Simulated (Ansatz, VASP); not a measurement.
One calculation of Al, two programs

Contents of INCAR:

```
PREC = Accurate
ENCUT = 520
EDIFF = 1E-6
ISMEAR = 0
SIGMA = 0.15
LREAL = F
LASPH = T
NELM = 100
ALGO = Normal
ISIF = 2
LWAVE = F
LCHARG = T
GGA = PE
IVDW = 12
LELF = T
LVHAR = T
NBANDS = 14
```

The input KPOINTS:

```
regular mesh
0
Gamma
  18 18 6
```

File POSCAR:

```
Al
1.0
    2.9200559294      0.0000000000      0.0000000000
   -1.4600279647      2.5288426153      0.0000000000
    0.0000000000      0.0000000000      9.1371470086
Al
4
Direct
    0.0000000000      0.0000000000      0.0000000000
    0.3333333333      0.6666666667      0.2500000000
    0.0000000000      0.0000000000      0.5000000000
    0.6666666667      0.3333333333      0.7500000000
```

Input for Ansatz:

```yaml
crystal:
  lattice:
    - [2.9200559294, 0.0, 0.0]
    - [-1.4600279647, 2.5288426153, 0.0]
    - [0.0, 0.0, 9.1371470086]
  atoms:
    - { symbol: Al, position: [0.0, 0.0, 0.0] }
    - { symbol: Al, position: [0.3333333333, 0.6666666667, 0.25] }
    - { symbol: Al, position: [0.0, 0.0, 0.5] }
    - { symbol: Al, position: [0.6666666667, 0.3333333333, 0.75] }
basis:
  ecutwfc: 420
kpoints:
  mp_grid: { grid: [18, 18, 6] }
hamiltonian:
  xc: pbe
  dispersion: d3bj
scf:
  occupations: { method: gaussian, width: 0.15 }
output:
  forces: true
  stress: true
  eigenvalues: true
  write_density: true
  write_potential: true
  elf: true
  volumetric_format: npy
```

Alike in both runs: task single point; functional PBE; dispersion D3(BJ); k mesh 18 × 18 × 6; occupations gaussian, width 0.15 eV; no spin polarisation.

|  | VASP | Ansatz |
| --- | --- | --- |
| version | VASP 6.6.1 | Ansatz 0.2.0 |
| potentials or method | VASP PAW PBE potentials, release 64 (Al), cutoff 520 eV | scalar-relativistic, plane waves, PAW |
| valence electrons in the cell | 12 | 12 |

VASP gave:

* gap on the k mesh at the Fermi level (eV): none
* pressure (GPa): -4.5
* traceless stress, the component that is largest in VASP (GPa): 1.83

Question: Estimate Ansatz's values.

Answer: gap on the k mesh at the Fermi level (eV): none; pressure (GPa): -4.4; traceless stress, the component that is largest in VASP (GPa): 1.83.

A gap of «none» marks a metal or a gap that the smearing closes.
